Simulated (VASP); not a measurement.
Write the native input for VASP 6.6.1 that does the following.

```yaml
Task: single point
Functional: PBE
Dispersion: D3(BJ)
Potentials_or_basis: VASP PAW PBE potentials, release 64 (Cd, I)
Cutoff: 500 eV
k_mesh: 9 × 9 × 4
Occupations: gaussian, width 0.05 eV
Spin: no spin polarisation
Dipole_correction: no
Further_INCAR_settings: ALGO = Normal; EDIFF = 1e-06; NBANDS = 20
```

The structure of CdI2 lies in POSCAR:

```
CdI2
1.0
    4.1378992343      0.0000000000      0.0000000000
   -2.0689496171      3.5835258553      0.0000000000
    0.0000000000      0.0000000000      6.5160500000
Cd I
1 2
Direct
    0.0000000000      0.0000000000      0.0000000000
    0.3333333333      0.6666666667      0.2492000000
    0.6666666667      0.3333333333      0.7508000000
```

This cell differs from its parent crystal: strain -0.025 along x and y, -0.050 along z.

These files were run (other wordings do the same):

INCAR

```
PREC = Accurate ; ENCUT = 500
EDIFF = 1E-6 ; ISMEAR = 0
SIGMA = 0.05 ; LREAL = False
LASPH = True ; NELM = 120
ALGO = Normal ; ISIF = 2
LWAVE = False ; LCHARG = False
GGA = PE ; IVDW = 12
NBANDS = 20 ; GGA_COMPAT = False
```

KPOINTS

```
Automatic mesh
0
Gamma
  9 9 4
```

Potentials or basis: VASP PAW PBE potentials, release 64 (Cd, I).

Run with:

```bash
$ cat potpaw_PBE.64/Cd/POTCAR potpaw_PBE.64/I/POTCAR > POTCAR
$ mpirun -np 1 vasp_std > vasp.out
```

Results of the run:

| Property | Result |
| --- | --- |
| Pressure | 5.0 GPa |
| Largest force | 0.878 eV/Å |
| Band gap on the k mesh | 2.51 eV (least direct gap 2.84 eV) |
| Dispersion energy per atom | -0.369 eV |

Caveat: the cell differs from its parent crystal (strain -0.025 along x and y, -0.050 along z); the cell stands under pressure; spin-orbit coupling is left out, which moves the levels of the heavy elements; an odd mesh through Γ misses points on the zone boundary, where band edges can lie.

Wall time 56 s on 1 thread of Intel(R) Xeon(R) Platinum 8375C CPU @ 2.90GHz (Ice Lake), with other jobs on the host, peak memory 0.25 GiB.
